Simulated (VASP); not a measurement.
The system is Zr5N.

```
Zr N
1.0
     2.48807   -4.47824    0.00000
     2.48807    4.47824    0.00000
     0.00000    0.00000    4.85333
Zr N
5 1
Direct
  0.72592 0.27408 0.26060
  0.27408 0.72592 0.26060
  0.27408 0.72592 0.73940
  0.72592 0.27408 0.73940
  0.50000 0.50000 0.50000
  0.00000 0.00000 0.00000
```

The cell was generated, and may not be a known phase.

| Item | Value |
| --- | --- |
| Program | VASP 6.6.1 |
| Task | relaxation of cell and atoms |
| Functional | PBE |
| Potentials or basis | VASP PAW PBE potentials, release 64 (Zr_sv, N) |
| Cutoff | 600 eV |
| k mesh | 4 × 4 × 4 |
| Occupations | gaussian, width 0.1 eV |
| Spin | no spin polarisation |

At the start: pressure 40.8 GPa; volume 18.03 Å³/atom.

Where does the relaxation end?

Over 65 steps the energy falls by 2737.9 meV/atom and the volume is 22.40 Å³/atom (+24.3 %); space group Cmmm (No. 65, to 0.1 Å) before and after.

The path:
```tsv
step	energy change (eV)	largest force (eV/Å)	pressure (GPa)	volume (Å³)
1	0.0000	6.1889	40.75	108.15
3	-6.7758	2.4338	-2.36	154.09
5	-12.2096	2.1581	-2.76	142.79
7	-12.6886	0.4595	1.24	137.62
9	-15.1640	1.6092	6.02	132.31
11	-15.5919	1.1204	-3.12	143.43
13	-15.9963	0.3337	-1.24	142.50
15	-16.0357	0.0621	1.04	137.41
17	-16.0366	0.3440	-0.77	139.13
19	-16.0463	0.1025	-0.08	138.63
21	-16.0550	0.0169	0.02	138.33
23	-16.0867	0.3054	1.08	136.26
25	-15.8514	1.8410	9.54	124.12
27	-16.1338	1.0130	3.55	132.12
29	-16.1350	1.0220	3.56	132.07
31	-16.1391	1.0553	3.63	131.83
33	-16.1399	1.2015	4.04	130.78
35	-16.1486	1.1153	3.74	131.32
37	-16.1925	0.9403	2.88	131.85
39	-16.2912	0.3419	-0.14	133.85
41	-16.3020	0.1225	-1.27	134.65
43	-16.3353	0.0604	-0.84	133.61
45	-16.3355	0.5513	1.58	128.75
47	-16.3799	0.2597	0.38	131.23
49	-16.4025	0.1425	1.55	131.79
51	-16.4121	0.0705	0.61	132.62
53	-16.4170	0.0829	-0.17	133.87
55	-16.4184	0.1552	0.15	134.18
57	-16.4223	0.0221	-0.10	134.09
59	-16.4237	0.1544	-0.45	134.28
61	-16.4256	0.0639	-0.04	133.93
63	-16.4266	0.0366	0.23	133.74
65	-16.4277	0.0236	-0.07	134.40
```

Final structure:
```
Zr N
1.0
     1.72293   -5.55997    0.00000
     1.72293    5.55997    0.00000
     0.00000    0.00000    7.01476
Zr N
5 1
Direct
  0.86591 0.13409 0.21743
  0.13409 0.86591 0.21743
  0.13409 0.86591 0.78257
  0.86591 0.13409 0.78257
  0.50000 0.50000 0.50000
  0.00000 0.00000 0.00000
```

Caveat: the k points lie up to 0.48 Å⁻¹ apart in the final cell, too coarse for converged energies and pressures of a metal; the volume moved by over 15 % at a fixed basis, so the end points are rough.
